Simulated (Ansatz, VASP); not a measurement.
Cd in VASP and in Ansatz

```xyz
2
Lattice="2.9800 0.0000 0.0000 -1.4900 2.5808 0.0000 0.0000 0.0000 5.6203" Properties=species:S:1:pos:R:3 pbc="T T T"
Cd    0.0000    1.7205    4.2152
Cd    1.4900    0.8603    1.4051
```

Alike in both runs: task relaxation of cell and atoms; functional LDA; k mesh 16 × 16 × 8; occupations gaussian, width 0.05 eV; no spin polarisation.

|  | VASP | Ansatz |
| --- | --- | --- |
| version | VASP 6.6.1 | Ansatz 0.2.0 |
| potentials or method | VASP PAW LDA potentials, release 64 (Cd_sv_GW), cutoff 540 eV | scalar-relativistic, plane waves, PAW |
| valence electrons in the cell | 40 | 40 |

Ansatz gave:

```
relaxed volume (Å³/atom)                                        : 19.92
relaxed length of the cell vector where the two differ most in proportion (Å) : 5.393
```

Which values does VASP return?

Relaxed volume (Å³/atom): 19.59; relaxed length of the cell vector where the two differ most in proportion (Å): 5.349.

LDA's correlation is that of Perdew and Zunger in VASP and of Perdew and Wang (1992) in Ansatz.
